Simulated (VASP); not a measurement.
# KBr (Fm-3m) in VASP: further runs

KBr is run at these levels: PBEsol-based global hybrid with 25 % exact exchange, PBE; tasks: relaxation of cell and atoms, single point.

Everything below comes from runs of VASP 6.6.1. Logs are shortened: lines on timing, memory, paths and dates and some standing lists are left out, and cuts for length are marked.

## 1. The cell of the first run

The structure is cubic, space group Fm-3m (No. 225). Conventional cell: a = 6.600 Å, b = 6.600 Å, c = 6.600 Å, α = 90.00°, β = 90.00°, γ = 90.00°. Within 4.3 Å of Br (site symmetry m-3m) lie 6 K at 3.30 Å. Within 4.3 Å of K (site symmetry m-3m) lie 6 Br at 3.30 Å.

## 2. Relaxation of cell and atoms, PBEsol-based global hybrid with 25 % exact exchange

Input file POSCAR:

```
KBr
1.0
    0.0000000000      3.3000000000      3.3000000000
    3.3000000000      0.0000000000      3.3000000000
    3.3000000000      3.3000000000      0.0000000000
Br K
1 1
Direct
    0.5000000000      0.5000000000      0.5000000000
    0.0000000000      0.0000000000      0.0000000000
```

Input file INCAR.step1:

```
SYSTEM = KBr
PREC     = Accurate       ! precision mode
ENCUT    = 600            ! plane-wave cutoff, eV
EDIFF    = 1E-5           ! SCF threshold, eV
ISMEAR   = -1             ! smearing method
SIGMA    = 0.05           ! smearing width, eV
LREAL    = .FALSE.        ! projectors in reciprocal space
LASPH    = .TRUE.         ! aspherical terms in the spheres
NELM     = 100            ! most SCF steps
ALGO     = Normal         ! electronic algorithm
LWAVE    = .TRUE.         ! write WAVECAR
LCHARG   = .FALSE.        ! write CHGCAR
GGA      = PE             ! functional
NBANDS   = 15             ! bands
```

Input file INCAR.step2:

```
SYSTEM = KBr
PREC     = Accurate       ! precision mode
ENCUT    = 600            ! plane-wave cutoff, eV
EDIFF    = 1E-7           ! SCF threshold, eV
ISMEAR   = -1             ! smearing method
SIGMA    = 0.05           ! smearing width, eV
LREAL    = .FALSE.        ! projectors in reciprocal space
LASPH    = .TRUE.         ! aspherical terms in the spheres
NELM     = 100            ! most SCF steps
ALGO     = Normal         ! electronic algorithm
ISIF     = 3              ! what is computed and relaxed
LWAVE    = .FALSE.        ! write WAVECAR
LCHARG   = .FALSE.        ! write CHGCAR
GGA      = PS             ! functional
LHFCALC  = .TRUE.         ! exact exchange
AEXX     = 0.25           ! exact-exchange fraction
PRECFOCK = Normal       
IBRION   = 2              ! ionic algorithm
NSW      = 60             ! ionic steps
EDIFFG   = -0.01          ! ionic threshold
ISTART   = 1
```

Input file KPOINTS:

```
regular mesh
0
G
  4 4 4
  0 0 0
```

Potentials or basis: VASP PAW PBE potentials, release 64 (Br, K_sv).

Command:

```console
$ cat potpaw_PBE.64/Br/POTCAR potpaw_PBE.64/K_sv/POTCAR > POTCAR
$ cp INCAR.step1 INCAR
$ mpirun -np 1 vasp_std > vasp.out
$ cp INCAR.step2 INCAR
$ mpirun -np 1 vasp_std > vasp.out
```

OUTCAR:

```text
SYSTEM = KBr
   PREC = Accurate
   ENCUT = 600
   EDIFF = 1E-7
   ISMEAR = -1
   LREAL = .FALSE.
   LASPH = .TRUE.
   NELM = 100
   ISIF = 3
   GGA = PS
   LHFCALC = .TRUE.
   AEXX = 0.25
   PRECFOCK = Normal
   IBRION = 2
   NSW = 60
   EDIFFG = -0.01
   ISTART = 1

 ion  position               nearest neighbor table
   1  0.500  0.500  0.500-   2 3.30   2 3.30   2 3.30   2 3.30   2 3.30   2 3.30
   2  0.000  0.000  0.000-   1 3.30   1 3.30   1 3.30   1 3.30   1 3.30   1 3.30

  LATTYP: Found a face centered cubic cell.
 ALAT       =     6.6000000000

  Lattice vectors:

 A1 = (   0.0000000000,   3.3000000000,   3.3000000000)
 A2 = (   3.3000000000,   0.0000000000,   3.3000000000)
 A3 = (   3.3000000000,   3.3000000000,   0.0000000000)

Analysis of symmetry for initial positions (statically):
=====================================================================
 Subroutine PRICEL returns:
 Original cell was already a primitive cell.

 Routine SETGRP: Setting up the symmetry group for a
 face centered cubic supercell.

 Subroutine GETGRP returns: Found 48 space group operations
 (whereof 48 operations were pure point group operations)
 out of a pool of 48 trial point group operations.

The static configuration has the point symmetry O_h .

Analysis of symmetry for dynamics (positions and initial velocities):
=====================================================================
 Subroutine PRICEL returns:
 Original cell was already a primitive cell.

 Routine SETGRP: Setting up the symmetry group for a
 face centered cubic supercell.

 Subroutine GETGRP returns: Found 48 space group operations
 (whereof 48 operations were pure point group operations)
 out of a pool of 48 trial point group operations.

The dynamic configuration has the point symmetry O_h .

 Subroutine INISYM returns: Found 48 space group operations
 (whereof 48 operations are pure point group operations),
 and found     1 'primitive' translations

----------------------------------------------------------------------------------------

                                     Primitive cell

  volume of cell :      71.8740

  direct lattice vectors                    reciprocal lattice vectors
     0.000000000  3.300000000  3.300000000    -0.151515152  0.151515152  0.151515152
     3.300000000  0.000000000  3.300000000     0.151515152 -0.151515152  0.151515152
     3.300000000  3.300000000  0.000000000     0.151515152  0.151515152 -0.151515152

  length of vectors
     4.666904756  4.666904756  4.666904756     0.262431941  0.262431941  0.262431941

  position of ions in fractional coordinates (direct lattice)
     0.500000000  0.500000000  0.500000000
     0.000000000  0.000000000  0.000000000

  ion indices of the primitive-cell ions
   primitive index   ion index
                 1           1
                 2           2

----------------------------------------------------------------------------------------

 KPOINTS: regular mesh

Automatic generation of k-mesh.
 Grid dimensions read from file:
 generate k-points for:    4    4    4

 Generating k-lattice:

  Cartesian coordinates                     Fractional coordinates (reciprocal lattice)
    -0.037878788  0.037878788  0.037878788     0.250000000  0.000000000  0.000000000
     0.037878788 -0.037878788  0.037878788     0.000000000  0.250000000  0.000000000
     0.037878788  0.037878788 -0.037878788     0.000000000  0.000000000  0.250000000

  Length of vectors
     0.065607985  0.065607985  0.065607985

  Shift w.r.t. Gamma in fractional coordinates (k-lattice)
     0.000000000  0.000000000  0.000000000

 Subroutine IBZKPT returns following result:
 ===========================================

 Found      8 irreducible k-points:

 Following reciprocal coordinates:
            Coordinates               Weight
  0.000000  0.000000  0.000000      1.000000
  0.250000  0.000000  0.000000      8.000000
  0.500000  0.000000  0.000000      4.000000
  0.250000  0.250000  0.000000      6.000000
  0.500000  0.250000  0.000000     24.000000
 -0.250000  0.250000  0.000000     12.000000
  0.500000  0.500000  0.000000      3.000000
 -0.250000  0.500000  0.250000      6.000000
   k-points           NKPTS =      8   k-points in BZ     NKDIM =     64   number of bands    NBANDS=     12
   number of dos      NEDOS =    301   number of ions     NIONS =      2
   total plane-waves  NPLWV =  64000
   dimension x,y,z NGX =    40 NGY =   40 NGZ =   40
   dimension x,y,z NGXF=    80 NGYF=   80 NGZF=   80
   ions per type =               1   1
   NGX,Y,Z   is equivalent  to a cutoff of  14.25, 14.25, 14.25 a.u.
   NGXF,Y,Z  is equivalent  to a cutoff of  28.50, 28.50, 28.50 a.u.
 SYSTEM =  KBr
   PREC   = accura    normal or accurate (medium, high low for compatibility)
   ISTART =      1    job   : 0-new  1-cont  2-samecut
   ICHARG =      0    charge: 1-file 2-atom 10-const
   ISPIN  =      1    spin polarized calculation?
   LNONCOLLINEAR =      F non collinear calculations
   LSORBIT =      F    spin-orbit coupling
   LASPH  =      T    aspherical Exc in radial PAW
   ENCUT  =  600.0 eV  44.10 Ry    6.64 a.u.   9.32  9.32  9.32*2*pi/ulx,y,z
   NELM   =    100;   NELMIN=  2; NELMDL=  0     # of ELM steps
   EDIFF  = 0.1E-06   stopping-criterion for ELM
   LREAL  =      F    real-space projection
   EDIFFG = -.1E-01   stopping-criterion for IOM
   NSW    =     60    number of steps for IOM
   IBRION =      2    ionic relax: 0-MD 1-quasi-New 2-CG
   NFREE  =      1    steps in history (QN), initial steepest desc. (CG)
   ISIF   =      3    stress and relaxation
   ISYM   =      3    0-nonsym 1-usesym 2-fastsym
   POTIM  = 0.5000    time-step for ionic-motion
   TEBEG  =    0.0;   TEEND  =   0.0 temperature during run
   PSTRESS=    0.0 pullay stress
   NELECT =      16.0000    total number of electrons
   NUPDOWN=      -1.0000    fix difference up-down
   EMIN   =  10.00;   EMAX   =-10.00  energy-range for DOS
   EFERMI =   0.00;   METHOD = LEGACY
   ISMEAR =    -1;   SIGMA  =   0.05  broadening in eV -4-tet -1-fermi 0-gaus
   EFERMI_NEDOS =   21; number of points for ismear=-14 and -15
   IALGO  =     38    algorithm
   IMIX   =      1    mixing-type and parameters
     AMIX     =   0.40;   BMIX     =  1.00
     AMIX_MAG =   1.60;   BMIX_MAG =  1.00
  volume/ion in A,a.u.               =      35.94       242.51
  Fermi-wavevector in a.u.,A,eV,Ry     =   0.992181  1.874950 13.393889  0.984423
  Thomas-Fermi vector in A             =   2.123975
   LORBIT       =      0    0 simple, 1 ext, 2 COOP (PROOUT), +10 PAW based schemes
   GGA     = PS    functional components
   LHFCALC =     T    Hartree Fock is set to
   PRECFOCK=normal    Normal, Fast or Accurate (Low or Medium for compatibility)
   ENCUT4O =  -1.0   cutoff for four orbital integrals eV
   NKREDX  =     1    reduce k-point grid by
   NKREDY  =     1    reduce k-point grid by
   NKREDZ  =     1    reduce k-point grid by
   AEXX    =    0.2500 exact exchange contribution
   HFSCREEN=    0.0000 screening length (either q_TF or 0.3 A-1)
   HFSCREENC=   0.0000 screening length for correlation (either q_TF or 0.3 A-1)
   ENCUTFOCK=  -1.0 apply spherical cutoff to Coloumb kernel
   IVDW    =     0    specifies the selected vdW correction
   LEPSILON=     F    determine dielectric tensor
   LRPA    =     F    only Hartree local field effects (RPA)
 conjugate gradient relaxation of ions
 non-spin polarized calculation
  energy-cutoff  :      600.00
  volume of cell :       71.87
 maximum number of plane-waves:      2421
 NGX is ok and might be reduce to    40
  NGX = 28; NGY = 28; NGZ = 28

--------------------------------------- Ionic step        1  -------------------------------------------

 number of electron      16.0000000 magnetization

 Free energy of the ion-electron system (eV)
  ---------------------------------------------------
  ext. energy  EPLUGINS =         0.00000000
  ---------------------------------------------------
  free energy    TOTEN  =        -7.87683012 eV

  energy without entropy =       -7.87683012  energy(sigma->0) =       -7.87683012

------------------------ aborting loop because EDIFF is reached ----------------------------------------

  FORCE on cell =-STRESS in cart. coord.  units (eV):
  Direction    XX          YY          ZZ          XY          YZ          ZX
  --------------------------------------------------------------------------------------
  -------------------------------------------------------------------------------------
  Total       -0.1592441     -0.1592441     -0.1592441     -0.0000000     -0.0000000      0.0000000
  in kB       -3.5497854     -3.5497854     -3.5497854     -0.0000000     -0.0000000      0.0000000
  external PRESSURE =      -3.5497854 kB  Pullay stress =       0.0000000 kB
[... 57 lines left out ...]
  energy  without entropy=       -7.8782350324  energy(sigma->0) =       -7.87823503

--------------------------------------- Ionic step        3  -------------------------------------------

 number of electron      16.0000001 magnetization

 Free energy of the ion-electron system (eV)
  ---------------------------------------------------
  ext. energy  EPLUGINS =         0.00000000
  ---------------------------------------------------
  free energy    TOTEN  =        -7.87873574 eV

  energy without entropy =       -7.87873574  energy(sigma->0) =       -7.87873574

 E-fermi :  -1.8063     XC(G=0):  -6.0374

 val. band max:       -2.9964233674   @ k =   0.0000   0.0000   0.0000
 cond. band min:       3.2565061614   @ k =   0.0000   0.0000   0.0000
 fundamental gap:      6.2529295287
 Fermi energy:        -1.8062904772

 k-point     1 :       0.0000    0.0000    0.0000
  band No.  band energies     occupation
      1     -32.8272      2.00000
      2     -16.4048      2.00000
      3     -14.9938      2.00000
      4     -14.9938      2.00000
      5     -14.9938      2.00000
      6      -2.9964      2.00000
      7      -2.9964      2.00000
      8      -2.9964      2.00000
      9       3.2565      0.00000
     10       6.6655      0.00000
     11       6.6655      0.00000
     12       6.6655      0.00000
[... 132 lines left out ...]
  FREE ENERGIE OF THE ION-ELECTRON SYSTEM (eV)
  ---------------------------------------------------
  free  energy   TOTEN  =        -7.8787357449 eV

  energy  without entropy=       -7.8787357449  energy(sigma->0) =       -7.87873574

 reached required accuracy - stopping structural energy minimisation
```

Wall time 38 min (1 thread of Intel Xeon Platinum 8259CL at 2.50GHz (Skylake/Cascade Lake), shared host); peak memory 0.26 GiB.

What came out:

```yaml
Free_energy: -7.8787 eV
Relaxed_volume: 35.12 Å³/atom
Relaxed_cell: a = 4.631 Å, b = 4.631 Å, c = 4.631 Å, α = 60.00°, β = 60.00°, γ = 60.00°
Space_group_after_relaxing_to_0.1_Å: Fm-3m (No. 225)
Energy_gained_by_relaxing: 1.0 meV/atom
Ionic_steps: 3
Pressure_after_relaxing: 0.0 GPa
Band_gap_on_the_k_mesh: 6.25 eV
```

The path:
| step | energy change (eV) | largest force (eV/Å) | pressure (GPa) | volume (Å³) |
| --- | --- | --- | --- | --- |
| 1 | 0.0000 | 0.0000 | -0.35 | 71.87 |
| 2 | -0.0014 | 0.0000 | -0.19 | 71.05 |
| 3 | -0.0019 | 0.0000 | -0.01 | 70.25 |

Final structure:
```xyz
2
Lattice="0.0000 3.2749 3.2749 3.2749 0.0000 3.2749 3.2749 3.2749 0.0000" Properties=species:S:1:pos:R:3 pbc="T T T"
Br    3.2749    3.2749    3.2749
K     0.0000    0.0000    0.0000
```

Levels at points of the mesh, in eV from the valence-band top:
```csv
k point,band 6,band 7,band 8,band 9,band 10,band 11
"(0.00, 0.00, 0.00)",0.00,0.00,0.00,6.25,9.66,9.66
"(0.50, 0.00, 0.00)",-1.34,-0.38,-0.38,8.40,10.35,12.18
"(0.50, 0.50, 0.00)",-0.93,-0.33,-0.33,7.68,9.23,11.53
```

Caveat: the PAW data sets were made with another functional, which shifts forces and pressure a little.

## 3. Single point, PBE

Input file INCAR:

```
SYSTEM = KBr
ALGO = Normal
EDIFF = 1E-6
ENCUT = 500
GGA = PE
GGA_COMPAT = .FALSE.
ISIF = 2
ISMEAR = -1
LASPH = .TRUE.
LCHARG = .FALSE.
LREAL = .FALSE.
LWAVE = .FALSE.
NBANDS = 15
NELM = 120
PREC = Accurate
SIGMA = 0.02
```

Input file KPOINTS:

```
k-points
0
G
  6 6 6
  0 0 0
```

POSCAR is that of step 2.

Potentials or basis: VASP PAW PBE potentials, release 64 (Br, K_sv).

Command:

```console
$ cat potpaw_PBE.64/Br/POTCAR potpaw_PBE.64/K_sv/POTCAR > POTCAR
$ mpirun -np 1 vasp_std > vasp.out
```

OUTCAR:

```text
SYSTEM = KBr
   EDIFF = 1E-6
   ENCUT = 500
   GGA = PE
   ISIF = 2
   ISMEAR = -1
   LASPH = .TRUE.
   LREAL = .FALSE.
   NELM = 120
   PREC = Accurate

 ion  position               nearest neighbor table
   1  0.500  0.500  0.500-   2 3.30   2 3.30   2 3.30   2 3.30   2 3.30   2 3.30
   2  0.000  0.000  0.000-   1 3.30   1 3.30   1 3.30   1 3.30   1 3.30   1 3.30

  LATTYP: Found a face centered cubic cell.
 ALAT       =     6.6000000000

  Lattice vectors:

[... 465 lines left out ...]

  FORCE on cell =-STRESS in cart. coord.  units (eV):
  Direction    XX          YY          ZZ          XY          YZ          ZX
  --------------------------------------------------------------------------------------
  -------------------------------------------------------------------------------------
  Total        0.3375462      0.3375462      0.3375462     -0.0000000      0.0000000      0.0000000
  in kB        7.5244023      7.5244023      7.5244023     -0.0000000      0.0000000      0.0000000
  external PRESSURE =       7.5244023 kB  Pullay stress =       0.0000000 kB

 VOLUME and BASIS-vectors are now :
 -----------------------------------------------------------------------------
  energy-cutoff  :      500.00
  volume of cell :       71.87
      direct lattice vectors                 reciprocal lattice vectors
     0.000000000  3.300000000  3.300000000    -0.151515152  0.151515152  0.151515152
     3.300000000  0.000000000  3.300000000     0.151515152 -0.151515152  0.151515152
     3.300000000  3.300000000  0.000000000     0.151515152  0.151515152 -0.151515152

 POSITION                                       TOTAL-FORCE (eV/Angst)
 -----------------------------------------------------------------------------------
      3.30000      3.30000      3.30000         0.000000      0.000000     -0.000000
      0.00000      0.00000      0.00000         0.000000      0.000000      0.000000
 -----------------------------------------------------------------------------------
    total drift:                                0.000000      0.000000      0.000000

  FREE ENERGIE OF THE ION-ELECTRON SYSTEM (eV)
  ---------------------------------------------------
  free  energy   TOTEN  =        -6.2150011072 eV

  energy  without entropy=       -6.2150011072  energy(sigma->0) =       -6.21500111
```

OSZICAR:

```text
N       E                     dE             d eps       ncg     rms          rms(c)
DAV:   1     0.988377755426E+02    0.98838E+02   -0.66478E+03   480   0.906E+02
DAV:   2    -0.186299710756E+00   -0.99024E+02   -0.92802E+02   627   0.230E+02
DAV:   3    -0.618562892410E+01   -0.59993E+01   -0.59736E+01   672   0.499E+01
DAV:   4    -0.638607223319E+01   -0.20044E+00   -0.20040E+00   756   0.779E+00
DAV:   5    -0.638774198437E+01   -0.16698E-02   -0.16697E-02   656   0.738E-01    0.311E+00
DAV:   6    -0.621607826389E+01    0.17166E+00   -0.21632E-01   606   0.223E+00    0.228E+00
DAV:   7    -0.620497479464E+01    0.11103E-01   -0.10852E-01   655   0.176E+00    0.103E+00
DAV:   8    -0.621390538138E+01   -0.89306E-02   -0.11856E-02   538   0.792E-01    0.114E-01
DAV:   9    -0.621470963156E+01   -0.80425E-03   -0.85704E-04   641   0.179E-01    0.773E-02
DAV:  10    -0.621498195041E+01   -0.27232E-03   -0.27346E-04   523   0.959E-02    0.115E-02
DAV:  11    -0.621499935854E+01   -0.17408E-04   -0.27554E-05   643   0.300E-02    0.595E-03
DAV:  12    -0.621500100767E+01   -0.16491E-05   -0.41275E-06   514   0.133E-02    0.146E-03
DAV:  13    -0.621500110724E+01   -0.99577E-07   -0.11516E-07   520   0.193E-03
   1 F= -.62150011E+01 E0= -.62150011E+01  d E =-.507283E-13
```

stdout:

```text
POSCAR found type information on POSCAR BrK
 POSCAR found :  2 types and       2 ions
 scaLAPACK will be used
 LDA part: xc-table for (Slater+PW92), standard interpolation
 POSCAR, INCAR and KPOINTS ok, starting setup
 FFT: planning ... GRIDC
 FFT: planning ... GRID_SOFT
 FFT: planning ... GRID
 WAVECAR not read
 entering main loop
```

It took 26 s on 1 thread of Intel Xeon 8259CL, shared host; peak memory 0.21 GiB.

Results:

```yaml
Free_energy: -6.2150 eV
Pressure: 0.8 GPa
Band_gap_on_the_k_mesh: 4.43 eV
```

Levels at points of the mesh, in eV from the valence-band top:
```tsv
k point	band 5	band 6	band 7	band 8	band 9	band 10	band 11	band 12
(0.00, 0.00, 0.00)	-11.26	0.00	0.00	0.00	4.43	7.60	7.60	7.60
(0.50, 0.00, 0.00)	-11.01	-1.18	-0.33	-0.33	6.59	8.24	9.76	9.76
(0.50, 0.50, 0.00)	-11.29	-0.81	-0.29	-0.29	5.86	7.20	9.37	9.51
```
